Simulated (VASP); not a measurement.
Set up this calculation in VASP 6.6.1, as the native input.

- Task: single point
- Functional: PBEsol
- Potentials or basis: VASP PAW PBE potentials, release 64 (Bi_d)
- Cutoff: 520 eV
- k mesh: 12 × 12 × 12
- Occupations: gaussian, width 0.1 eV
- Spin: no spin polarisation
- Dipole correction: no
- Further INCAR settings: ALGO = Fast; EDIFF = 1e-06; NBANDS = 22

The structure of Bi lies in POSCAR:

```
Bi
1.0
    2.2673427694      1.3090509583      3.8817322408
   -2.2673427694      1.3090509583      3.8817322408
    0.0000000000     -2.6181019165      3.8817322408
Bi
2
Direct
    0.2371283440      0.2371283440      0.2371283440
    0.7628716560      0.7628716560      0.7628716560
```

One way to write it, as run:

INCAR

```
PREC     = Accurate       # precision mode
ENCUT    = 520            # plane-wave cutoff, eV
EDIFF    = 1E-6           # SCF threshold, eV
ISMEAR   = 0              # smearing method
SIGMA    = 0.1            # smearing width, eV
LREAL    = F              # projectors in reciprocal space
LASPH    = T              # aspherical terms in the spheres
NELM     = 100            # most SCF steps
ALGO     = Fast           # electronic algorithm
ISIF     = 2              # what is computed and relaxed
LWAVE    = F              # write WAVECAR
LCHARG   = T              # write CHGCAR
GGA      = PS             # functional
LELF     = T              # ELF
LVHAR    = T            
NBANDS   = 22             # bands
```

KPOINTS

```
regular mesh
0
Gamma
  12 12 12
```

Potentials or basis: VASP PAW PBE potentials, release 64 (Bi_d).

Run with:

```sh
$ cat potpaw_PBE.64/Bi_d/POTCAR > POTCAR
$ mpirun -np 1 vasp_std > vasp.out
```

It gave:

```
Pressure               : -0.4 GPa
Largest force          : 0.043 eV/Å
Band gap on the k mesh : zero (band 15 reaches 6.31 eV, above the bottom of band 16 at 6.09 eV)
```

Caveat: the PAW data sets were made with another functional, which shifts forces and pressure a little; spin-orbit coupling is left out, which moves the levels of the heavy elements.

Wall time 4.3 min on 1 thread of AMD EPYC 9R45 96-Core Processor (Zen 5) (shared host), peak memory 0.33 GiB.
